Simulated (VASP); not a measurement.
# SbPt (P6_3/mmc) in VASP: a series of runs

The runs below take SbPt through relaxation of cell and atoms, single point, with PBEsol.

Everything below comes from runs of VASP 6.6.1. Logs are shortened: lines on timing, memory, paths and dates and some standing lists are left out, and cuts for length are marked.

## (1) The cell of the first run

Symmetry: P6_3/mmc, No. 194, hexagonal system. Conventional cell: a = 3.975 Å, b = 3.975 Å, c = 5.262 Å, α = 90.00°, β = 90.00°, γ = 120.00°. Sb (site symmetry -6m2) has 6 Pt at 2.65 Å and 6 Sb at 3.49 Å within 3.5 Å. Pt (site symmetry -3m) has 2 Pt at 2.63 Å and 6 Sb at 2.65 Å within 3.5 Å.

## (2) Relaxation of cell and atoms, PBEsol, target pressure 25 GPa, at which the enthalpy is minimised

INCAR

```
  PREC = Accurate
  ENCUT = 600
  EDIFF = 1E-6
  ISMEAR = 0
  SIGMA = 0.1
  LREAL = False
  LASPH = True
  NELM = 80
  ALGO = Normal
  ISIF = 3
  LWAVE = False
  LCHARG = False
  GGA = PS
  IBRION = 2
  NSW = 70
  EDIFFG = -0.008
  PSTRESS = 250.0
```

KPOINTS

```
regular mesh
0
Gamma
  12 12 8
```

POSCAR

```
SbPt
1.0
    3.9753156900      0.0000000000      0.0000000000
   -1.9876578450      3.4427243756      0.0000000000
    0.0000000000      0.0000000000      5.2618848020
Sb Pt
2 2
Direct
    0.3333333333      0.6666666667      0.2500000000
    0.6666666667      0.3333333333      0.7500000000
    0.0000000000      0.0000000000      0.0000000000
    0.0000000000      0.0000000000      0.5000000000
```

Potentials or basis: VASP PAW PBE potentials, release 64 (Sb, Pt).

On the command line:

```console
> cat potpaw_PBE.64/Sb/POTCAR potpaw_PBE.64/Pt/POTCAR > POTCAR
> mpirun -np 1 vasp_std > vasp.out
```

OUTCAR:

```text
PREC = Accurate
   ENCUT = 600
   EDIFF = 1E-6
   ISMEAR = 0
   LREAL = False
   LASPH = True
   NELM = 80
   ISIF = 3
   GGA = PS
   IBRION = 2
   NSW = 70
   EDIFFG = -0.008
   PSTRESS = 250.0

 ion  position               nearest neighbor table
   1  0.333  0.667  0.250-   3 2.65   4 2.65   3 2.65   4 2.65   3 2.65   4 2.65   2 3.49   2 3.49
                             2 3.49   2 3.49   2 3.49   2 3.49
   2  0.667  0.333  0.750-   3 2.65   4 2.65   3 2.65   4 2.65   3 2.65   4 2.65   1 3.49   1 3.49
                             1 3.49   1 3.49   1 3.49   1 3.49
   3  0.000  0.000  0.000-   4 2.63   4 2.63   1 2.65   2 2.65   1 2.65   2 2.65   2 2.65   1 2.65

   4  0.000  0.000  0.500-   3 2.63   3 2.63   1 2.65   2 2.65   1 2.65   2 2.65   2 2.65   1 2.65

  LATTYP: Found a hexagonal cell.
 ALAT       =     3.9753156900
 C/A-ratio  =     1.3236394823

  Lattice vectors:

 A1 = (   3.9753156900,   0.0000000000,   0.0000000000)
 A2 = (  -1.9876578450,   3.4427243756,   0.0000000000)
 A3 = (   0.0000000000,   0.0000000000,   5.2618848020)

Analysis of symmetry for initial positions (statically):
=====================================================================
 Subroutine PRICEL returns:
 Original cell was already a primitive cell.

 Routine SETGRP: Setting up the symmetry group for a
 hexagonal supercell.

 Subroutine GETGRP returns: Found 24 space group operations
 (whereof 12 operations were pure point group operations)
 out of a pool of 24 trial point group operations.

The static configuration has the point symmetry D_3d.
 The point group associated with its full space group is D_6h.

Analysis of symmetry for dynamics (positions and initial velocities):
=====================================================================
 Subroutine PRICEL returns:
 Original cell was already a primitive cell.

 Routine SETGRP: Setting up the symmetry group for a
 hexagonal supercell.

 Subroutine GETGRP returns: Found 24 space group operations
 (whereof 12 operations were pure point group operations)
 out of a pool of 24 trial point group operations.

The dynamic configuration has the point symmetry D_3d.
 The point group associated with its full space group is D_6h.

 Subroutine INISYM returns: Found 24 space group operations
 (whereof 12 operations are pure point group operations),
 and found     1 'primitive' translations

----------------------------------------------------------------------------------------

                                     Primitive cell

  volume of cell :      72.0137

  direct lattice vectors                    reciprocal lattice vectors
     3.975315690  0.000000000  0.000000000     0.251552349  0.145233816  0.000000000
    -1.987657845  3.442724376  0.000000000     0.000000000  0.290467633  0.000000000
     0.000000000  0.000000000  5.261884802     0.000000000  0.000000000  0.190045970

  length of vectors
     3.975315690  3.975315690  5.261884802     0.290467633  0.290467633  0.190045970

  position of ions in fractional coordinates (direct lattice)
     0.333333333  0.666666667  0.250000000
     0.666666667  0.333333333  0.750000000
     0.000000000  0.000000000  0.000000000
     0.000000000  0.000000000  0.500000000

  ion indices of the primitive-cell ions
   primitive index   ion index
                 1           1
                 2           2
                 3           3
                 4           4

----------------------------------------------------------------------------------------

 KPOINTS: regular mesh

Automatic generation of k-mesh.
 Grid dimensions read from file:
 generate k-points for:   12   12    8

 Generating k-lattice:

  Cartesian coordinates                     Fractional coordinates (reciprocal lattice)
     0.020962696  0.012102818  0.000000000     0.083333333  0.000000000  0.000000000
     0.000000000  0.024205636  0.000000000     0.000000000  0.083333333  0.000000000
     0.000000000  0.000000000  0.023755746     0.000000000  0.000000000  0.125000000

  Length of vectors
     0.024205636  0.024205636  0.023755746

  Shift w.r.t. Gamma in fractional coordinates (k-lattice)
     0.000000000  0.000000000  0.000000000

 Subroutine IBZKPT returns following result:
 ===========================================

 Found     95 irreducible k-points:

 Following reciprocal coordinates:
            Coordinates               Weight
  0.000000  0.000000  0.000000      1.000000
  0.083333  0.000000  0.000000      6.000000
  0.166667 -0.000000  0.000000      6.000000
  0.250000 -0.000000  0.000000      6.000000
  0.333333 -0.000000  0.000000      6.000000
  0.416667 -0.000000  0.000000      6.000000
[... 16 lines left out ...]
  0.250000 -0.000000  0.125000     12.000000
  0.333333 -0.000000  0.125000     12.000000
 [... further k-points ...]
   k-points           NKPTS =     95   k-points in BZ     NKDIM =     95   number of bands    NBANDS=     19
   number of dos      NEDOS =    301   number of ions     NIONS =      4
   total plane-waves  NPLWV =  43008
   dimension x,y,z NGX =    32 NGY =   32 NGZ =   42
   dimension x,y,z NGXF=    64 NGYF=   64 NGZF=   84
   ions per type =               2   2
   NGX,Y,Z   is equivalent  to a cutoff of  13.38, 13.38, 13.27 a.u.
   NGXF,Y,Z  is equivalent  to a cutoff of  26.76, 26.76, 26.54 a.u.
 SYSTEM =  unknown system
   PREC   = accura    normal or accurate (medium, high low for compatibility)
   ISTART =      0    job   : 0-new  1-cont  2-samecut
   ICHARG =      2    charge: 1-file 2-atom 10-const
   ISPIN  =      1    spin polarized calculation?
   LNONCOLLINEAR =      F non collinear calculations
   LSORBIT =      F    spin-orbit coupling
   LASPH  =      T    aspherical Exc in radial PAW
   ENCUT  =  600.0 eV  44.10 Ry    6.64 a.u.   7.94  7.94 10.51*2*pi/ulx,y,z
   NELM   =     80;   NELMIN=  2; NELMDL= -5     # of ELM steps
   EDIFF  = 0.1E-05   stopping-criterion for ELM
   LREAL  =      F    real-space projection
   EDIFFG = -.8E-02   stopping-criterion for IOM
   NSW    =     70    number of steps for IOM
   IBRION =      2    ionic relax: 0-MD 1-quasi-New 2-CG
   NFREE  =      1    steps in history (QN), initial steepest desc. (CG)
   ISIF   =      3    stress and relaxation
   ISYM   =      2    0-nonsym 1-usesym 2-fastsym
   POTIM  = 0.5000    time-step for ionic-motion
   TEBEG  =    0.0;   TEEND  =   0.0 temperature during run
   PSTRESS=  250.0 pullay stress
   NELECT =      30.0000    total number of electrons
   NUPDOWN=      -1.0000    fix difference up-down
   EMIN   =  10.00;   EMAX   =-10.00  energy-range for DOS
   EFERMI =   0.00;   METHOD = LEGACY
   ISMEAR =     0;   SIGMA  =   0.10  broadening in eV -4-tet -1-fermi 0-gaus
   EFERMI_NEDOS =   21; number of points for ismear=-14 and -15
   IALGO  =     38    algorithm
   IMIX   =      4    mixing-type and parameters
     AMIX     =   0.40;   BMIX     =  1.00
     AMIX_MAG =   1.60;   BMIX_MAG =  1.00
  volume/ion in A,a.u.               =      18.00       121.49
  Fermi-wavevector in a.u.,A,eV,Ry     =   1.222673  2.310516 20.339734  1.494928
  Thomas-Fermi vector in A             =   2.357811
   LORBIT       =      0    0 simple, 1 ext, 2 COOP (PROOUT), +10 PAW based schemes
   GGA     = PS    functional components
   LHFCALC =     F    Hartree Fock is set to
   AEXX    =    0.0000 exact exchange contribution
   IVDW    =     0    specifies the selected vdW correction
   LEPSILON=     F    determine dielectric tensor
   LRPA    =     F    only Hartree local field effects (RPA)
 conjugate gradient relaxation of ions
 non-spin polarized calculation
 Gauss-broadening in eV      SIGMA  =   0.10
  energy-cutoff  :      600.00
  volume of cell :       72.01
 maximum number of plane-waves:      2427
 NGX is ok and might be reduce to    32
   NGX = 15   NGY = 15   NGZ = 21

--------------------------------------- Ionic step        1  -------------------------------------------

 number of electron      30.0000003 magnetization

 Free energy of the ion-electron system (eV)
  ---------------------------------------------------
  ext. energy  EPLUGINS =         0.00000000
  ---------------------------------------------------
  free energy    TOTEN  =       -24.00377921 eV

  energy without entropy =      -23.99662434  energy(sigma->0) =      -24.00020178

------------------------ aborting loop because EDIFF is reached ----------------------------------------

  FORCE on cell =-STRESS in cart. coord.  units (eV):
  Direction    XX          YY          ZZ          XY          YZ          ZX
  --------------------------------------------------------------------------------------
  -------------------------------------------------------------------------------------
  Total       11.7603312     11.7603312     12.5243438      0.0000000      0.0000000      0.0000000
  in kB      261.6464947    261.6464947    278.6444201      0.0000000      0.0000000      0.0000000
  external PRESSURE =      17.3124698 kB  Pullay stress =     250.0000000 kB
[... 105 lines left out ...]
  enthalpy is  TOTEN    =       -12.7702235036 eV   P V=       11.3174398780

--------------------------------------- Ionic step        4  -------------------------------------------

 number of electron      30.0000003 magnetization

 Free energy of the ion-electron system (eV)
  ---------------------------------------------------
  ext. energy  EPLUGINS =         0.00000000
  ---------------------------------------------------
  free energy    TOTEN  =       -24.07445257 eV

  energy without entropy =      -24.06707737  energy(sigma->0) =      -24.07076497

 E-fermi :  12.0724     XC(G=0): -12.1636

 val. band max:       12.0246004944   @ k =   0.0833   0.0000   0.1250
 cond. band min:      12.0971359561   @ k =   0.1667   0.0833   0.1250
 fundamental gap:      0.0725354616
 Fermi energy:        12.0723531300

 k-point     1 :       0.0000    0.0000    0.0000
  band No.  band energies     occupation
      1      -2.1483      2.00000
      2       2.5350      2.00000
      3       3.9003      2.00000
      4       4.9915      2.00000
      5       4.9915      2.00000
      6       5.0252      2.00000
[... 11 lines left out ...]
     18      16.1249      0.00000
     19      16.1249      0.00000
[... 489 lines left out ...]
      3       4.3130      2.00000
      4       5.1860      2.00000
      5       5.1968      2.00000
      6       5.6349      2.00000
[... 11 lines left out ...]
     18      15.7253      0.00000
     19      15.7658      0.00000

 [... further k-points ...]

------------------------ aborting loop because EDIFF is reached ----------------------------------------

  FORCE on cell =-STRESS in cart. coord.  units (eV):
  Direction    XX          YY          ZZ          XY          YZ          ZX
  --------------------------------------------------------------------------------------
  -------------------------------------------------------------------------------------
  Total       11.2918710     11.2918710     11.3126051     -0.0000000     -0.0000000      0.0000000
  in kB      249.7462488    249.7462488    250.2048319     -0.0000000     -0.0000000      0.0000000
  external PRESSURE =      -0.1008902 kB  Pullay stress =     250.0000000 kB
[... 19 lines left out ...]
  FREE ENERGIE OF THE ION-ELECTRON SYSTEM (eV)
  ---------------------------------------------------
  free  energy   TOTEN  =       -24.0744525676 eV

  energy  without entropy=      -24.0670773714  energy(sigma->0) =      -24.07076497

  enthalpy is  TOTEN    =       -12.7711086150 eV   P V=       11.3033439526

 reached required accuracy - stopping structural energy minimisation
```

Wall time 3.3 min (1 thread of AMD EPYC 9R45 (Zen 5), shared host); peak memory 0.29 GiB.

Results:

```yaml
Free_energy: -24.0745 eV
Relaxed_volume: 18.11 Å³/atom
Relaxed_cell: a = 3.973 Å, b = 3.973 Å, c = 5.299 Å, α = 90.00°, β = 90.00°, γ = 120.00°
Space_group_after_relaxing_to_0.1_Å: P6_3/mmc (No. 194)
Energy_change_on_relaxing_the_run_minimises_the_enthalpy: -17.7 meV/atom
Ionic_steps: 4
Pressure_after_relaxing: 25.0 GPa
Band_gap_on_the_k_mesh: zero (bands 15 and 16 overlap by 4.77 eV)
```

Step by step:
| step | energy change (eV) | largest force (eV/Å) | pressure (GPa) | volume (Å³) |
| --- | --- | --- | --- | --- |
| 1 | 0.0000 | 0.0000 | 26.73 | 72.01 |
| 2 | -0.2943 | 0.0000 | 19.45 | 74.06 |
| 3 | -0.0839 | 0.0000 | 24.77 | 72.53 |
| 4 | -0.0707 | 0.0000 | 24.99 | 72.44 |

Final structure:
```
Sb Pt
1.0
     3.97309    0.00000    0.00000
    -1.98655    3.44080    0.00000
     0.00000    0.00000    5.29895
Sb Pt
2 2
Direct
  0.33333 0.66667 0.25000
  0.66667 0.33333 0.75000
  0.00000 0.00000 0.00000
  0.00000 0.00000 0.50000
```

Levels at points of the mesh, in eV from the Fermi level:
| k point | band 12 | band 13 | band 14 | band 15 | band 16 | band 17 | band 18 | band 19 |
| --- | --- | --- | --- | --- | --- | --- | --- | --- |
| (0.00, 0.00, 0.00) | -2.68 | -0.25 | -0.25 | 0.78 | 2.13 | 2.44 | 4.05 | 4.05 |
| (0.50, 0.00, 0.00) | -3.54 | -3.26 | -2.88 | -2.64 | -0.33 | 2.08 | 4.28 | 4.32 |
| (0.00, 0.00, 0.50) | -4.46 | -1.19 | -1.19 | 2.57 | 2.57 | 2.57 | 2.57 | 4.99 |
| (0.50, 0.00, 0.50) | -3.92 | -3.74 | -3.74 | 0.18 | 0.18 | 2.10 | 2.10 | 4.07 |

Caveat: the cell is relaxed towards a set pressure, so the run minimises the enthalpy, not the energy; the PAW data sets were made with another functional, which shifts forces and pressure a little; spin-orbit coupling is left out, which moves the levels of the heavy elements. Zero-point motion and thermal expansion aren't in these numbers.

## (3) Relaxation of cell and atoms, PBEsol, target pressure 12 GPa, at which the enthalpy is minimised

This run uses another cell than the first one, of 19.13 Å³/atom.

INCAR

```
SYSTEM = SbPt
PREC     = Accurate       ! precision mode
ENCUT    = 600            ! plane-wave cutoff, eV
EDIFF    = 1E-6           ! SCF threshold, eV
ISMEAR   = 0              ! smearing method
SIGMA    = 0.1            ! smearing width, eV
LREAL    = .False.        ! projectors in reciprocal space
LASPH    = .True.         ! aspherical terms in the spheres
NELM     = 100            ! most SCF steps
ALGO     = Normal         ! electronic algorithm
ISIF     = 3              ! what is computed and relaxed
LWAVE    = .False.        ! write WAVECAR
LCHARG   = .False.        ! write CHGCAR
GGA      = PS             ! functional
IBRION   = 2              ! ionic algorithm
NSW      = 70             ! ionic steps
EDIFFG   = -0.008         ! ionic threshold
PSTRESS  = 120.0
```

KPOINTS

```
regular mesh
0
Gamma
  12 12 8
  0 0 0
```

POSCAR

```
SbPt
1.0
    4.0639448277      0.0000000000      0.0000000000
   -2.0319724139      3.5194794604      0.0000000000
    0.0000000000      0.0000000000      5.3489944134
Sb Pt
2 2
Direct
    0.3333333333      0.6666666667      0.2500000000
    0.6666666667      0.3333333333      0.7500000000
    0.0000000000      0.0000000000      0.0000000000
    0.0000000000      0.0000000000      0.5000000000
```

Potentials or basis: VASP PAW PBE potentials, release 64 (Sb, Pt).

On the command line:

```console
> cat potpaw_PBE.64/Sb/POTCAR potpaw_PBE.64/Pt/POTCAR > POTCAR
> mpirun -np 1 vasp_std > vasp.out
```

OUTCAR:

```text
SYSTEM = SbPt
   PREC = Accurate
   ENCUT = 600
   EDIFF = 1E-6
   ISMEAR = 0
   LREAL = .False.
   LASPH = .True.
   NELM = 100
   ISIF = 3
   GGA = PS
   IBRION = 2
   NSW = 70
   EDIFFG = -0.008
   PSTRESS = 120.0

 ion  position               nearest neighbor table
   1  0.333  0.667  0.250-   3 2.70   4 2.70   3 2.70   4 2.70   3 2.70   4 2.70   2 3.56   2 3.56
                             2 3.56   2 3.56   2 3.56   2 3.56
   2  0.667  0.333  0.750-   3 2.70   4 2.70   3 2.70   4 2.70   3 2.70   4 2.70   1 3.56   1 3.56
                             1 3.56   1 3.56   1 3.56   1 3.56
   3  0.000  0.000  0.000-   4 2.67   4 2.67   1 2.70   2 2.70   2 2.70   1 2.70   2 2.70   1 2.70

   4  0.000  0.000  0.500-   3 2.67   3 2.67   1 2.70   2 2.70   2 2.70   1 2.70   2 2.70   1 2.70

  LATTYP: Found a hexagonal cell.
 ALAT       =     4.0639448277
 C/A-ratio  =     1.3162074389

  Lattice vectors:

 A1 = (   4.0639448277,   0.0000000000,   0.0000000000)
[... 350 lines left out ...]
  free energy    TOTEN  =       -24.55219600 eV

  energy without entropy =      -24.54526022  energy(sigma->0) =      -24.54872811

 E-fermi :  11.0143     XC(G=0): -11.8725

 val. band max:       11.0020446169   @ k =   0.2500   0.0000   0.2500
 cond. band min:      11.0151081838   @ k =   0.0833  -0.0000   0.1250
 fundamental gap:      0.0130635670
 Fermi energy:        11.0142773080

 k-point     1 :       0.0000    0.0000    0.0000
  band No.  band energies     occupation
      1      -2.5590      2.00000
      2       1.7708      2.00000
      3       3.4330      2.00000
      4       4.4575      2.00000
      5       4.4575      2.00000
      6       4.4981      2.00000
[... 505 lines left out ...]
      6       5.0988      2.00000
[... 11 lines left out ...]
     18      14.5541      0.00000
     19      14.6667      0.00000

 [... further k-points ...]

------------------------ aborting loop because EDIFF is reached ----------------------------------------

  FORCE on cell =-STRESS in cart. coord.  units (eV):
  Direction    XX          YY          ZZ          XY          YZ          ZX
  --------------------------------------------------------------------------------------
  -------------------------------------------------------------------------------------
  Total        5.7469283      5.7469283      5.7481076     -0.0000000      0.0000000     -0.0000000
  in kB      120.1241716    120.1241716    120.1488210     -0.0000000      0.0000000     -0.0000000
  external PRESSURE =       0.1323881 kB  Pullay stress =     120.0000000 kB
[... 23 lines left out ...]
  energy  without entropy=      -24.5452602240  energy(sigma->0) =      -24.54872811

  enthalpy is  TOTEN    =       -18.8112082327 eV   P V=        5.7409877687

 reached required accuracy - stopping structural energy minimisation
```

Run time: 3.9 min. Hardware: 1 thread of AMD EPYC 9R45 (Zen 5), shared host; peak memory 0.31 GiB.

What came out:

| Item | Value |
| --- | --- |
| Free energy | -24.5522 eV |
| Relaxed volume | 19.16 Å³/atom |
| Relaxed cell | a = 4.059 Å, b = 4.059 Å, c = 5.372 Å, α = 90.00°, β = 90.00°, γ = 120.00° |
| Space group after relaxing (to 0.1 Å) | P6_3/mmc (No. 194) |
| Energy change on relaxing (the run minimises the enthalpy) | -3.0 meV/atom |
| Ionic steps | 5 |
| Pressure after relaxing | 12.0 GPa |
| Band gap on the k mesh | zero (bands 15 and 16 overlap by 4.44 eV) |

Step by step:
```csv
step,energy change (eV),largest force (eV/Å),pressure (GPa),volume (Å³)
1,0.0000,0.0000,12.50,76.51
2,-0.0484,0.0000,10.67,77.17
3,-0.0200,0.0000,11.76,76.76
4,-0.0100,0.0000,12.06,76.63
5,-0.0119,0.0000,12.01,76.65
```

Final structure:
```xyz
4
Lattice="4.0590 0.0000 0.0000 -2.0295 3.5152 0.0000 0.0000 0.0000 5.3721" Properties=species:S:1:pos:R:3 pbc="T T T"
Sb    0.0000    2.3435    1.3430
Sb    2.0295    1.1717    4.0291
Pt    0.0000    0.0000    5.3721
Pt    0.0000    0.0000    2.6861
```

Levels at points of the mesh, in eV from the Fermi level:
```
           k point  band 12  band 13  band 14  band 15  band 16  band 17  band 18  band 19
(0.00, 0.00, 0.00)    -2.40    -0.19    -0.19     0.80     2.22     2.41     3.81     3.81
(0.50, 0.00, 0.00)    -3.27    -2.99    -2.58    -2.37    -0.50     2.03     4.26     4.29
(0.00, 0.00, 0.50)    -4.06    -1.19    -1.19     2.45     2.45     2.45     2.45     5.17
(0.50, 0.00, 0.50)    -3.58    -3.42    -3.42     0.26     0.26     1.90     1.90     4.04
```

Caveat: the cell is relaxed towards a set pressure, so the run minimises the enthalpy, not the energy; the PAW data sets were made with another functional, which shifts forces and pressure a little; spin-orbit coupling is left out, which moves the levels of the heavy elements.

[end of part 1 of 2]

The gap in the log of VASP goes by the Fermi energy; the results here count the filled bands.